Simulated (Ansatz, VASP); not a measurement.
**Two plane-wave programs on Co**

```xyz
1
Lattice="2.3880 0.0000 0.0000 -1.1940 2.0681 0.0000 0.0000 0.0000 2.2313" Properties=species:S:1:pos:R:3 pbc="T T T"
Co    0.0000    0.0000    0.0000
```

Alike in both runs: task relaxation of cell and atoms; functional PBEsol; k mesh 9 × 9 × 8; occupations gaussian, width 0.1 eV; collinear spin.

```csv
,VASP,Ansatz
version,VASP 6.6.1,Ansatz 0.2.0
potentials or method,"VASP PAW PBE potentials, release 64 (Co), cutoff 600 eV","scalar-relativistic, plane waves, PAW"
valence electrons in the cell,9,17
```

|  | VASP | Ansatz | Ansatz less VASP |
| --- | --- | --- | --- |
| gap on the k mesh at the Fermi level, each at its own relaxed structure (eV) | none | none | - |
| net moment per atom (μB) | 1.61 | 1.63 | +0.019 |
| size of the moment on the site where the two differ most (μB) | 1.60 | 1.63 | +0.026 |
| relaxed volume (Å³/atom) | 11.25 | 11.31 | +0.059 |
| relaxed cell length with the largest relative difference (Å) | 2.248 | 2.256 | +0.0082 |

VASP's potentials were made for PBE, not for PBEsol. Site moments also hang on the region over which each program counts them. A gap of «none» marks a metal or a gap that the smearing closes. VASP's potentials hold 9 valence electrons a cell and Ansatz's 17, so a difference there can come from the potentials and not from the codes.
